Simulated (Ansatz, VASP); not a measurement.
Pt: VASP beside Ansatz

File INCAR:

```
SYSTEM = Pt
  ALGO = Fast
  EDIFF = 1E-7
  ENCUT = 520
  GGA = PS
  ISIF = 2
  ISMEAR = 0
  LASPH = .True.
  LCHARG = .False.
  LREAL = .False.
  LWAVE = .False.
  NBANDS = 17
  NELM = 80
  PREC = Accurate
  SIGMA = 0.15
```

File KPOINTS:

```
k-points
0
Gamma
  30 30 14
  0 0 0
```

POSCAR

```
Pt
1.0
    2.7251696197      0.0000000000      0.0000000000
   -1.3625848098      2.3600661203      0.0000000000
    0.0000000000      0.0000000000      4.7068056347
Pt
2
Direct
    0.6666666667      0.3333333333      0.7500000000
    0.3333333333      0.6666666667      0.2500000000
```

Input for Ansatz:

```yaml
crystal:
  lattice:
    - [2.7251696197, 0.0, 0.0]
    - [-1.3625848098, 2.3600661203, 0.0]
    - [0.0, 0.0, 4.7068056347]
  atoms:
    - { symbol: Pt, position: [0.6666666667, 0.3333333333, 0.75] }
    - { symbol: Pt, position: [0.3333333333, 0.6666666667, 0.25] }
basis:
  ecutwfc: 420
kpoints:
  mp_grid: { grid: [30, 30, 14] }
hamiltonian:
  xc: pbesol
scf:
  occupations: { method: gaussian, width: 0.15 }
output:
  forces: true
  stress: true
  eigenvalues: true
  write_density: true
  write_potential: true
  elf: true
  volumetric_format: npy
```

Alike in both runs: task single point; functional PBEsol; k mesh 30 × 30 × 14; occupations gaussian, width 0.15 eV; no spin polarisation.

|  | VASP | Ansatz |
| --- | --- | --- |
| version | VASP 6.6.1 | Ansatz 0.2.0 |
| potentials or method | VASP PAW PBE potentials, release 64 (Pt), cutoff 520 eV | scalar-relativistic, plane waves, PAW |
| valence electrons in the cell | 20 | 36 |

```csv
,VASP,Ansatz,Ansatz less VASP
gap on the k mesh at the Fermi level (eV),none,none,-
pressure (GPa),-0.3,0.1,+0.38
"traceless stress, the component that is largest in VASP (GPa)",-0.72,-0.61,+0.105
```

VASP's potentials were made for PBE, not for PBEsol. A gap of «none» marks a metal or a gap that the smearing closes. VASP's potentials hold 20 valence electrons a cell and Ansatz's 36, so a difference there can come from the potentials and not from the codes.

Neither program's run includes spin-orbit coupling.
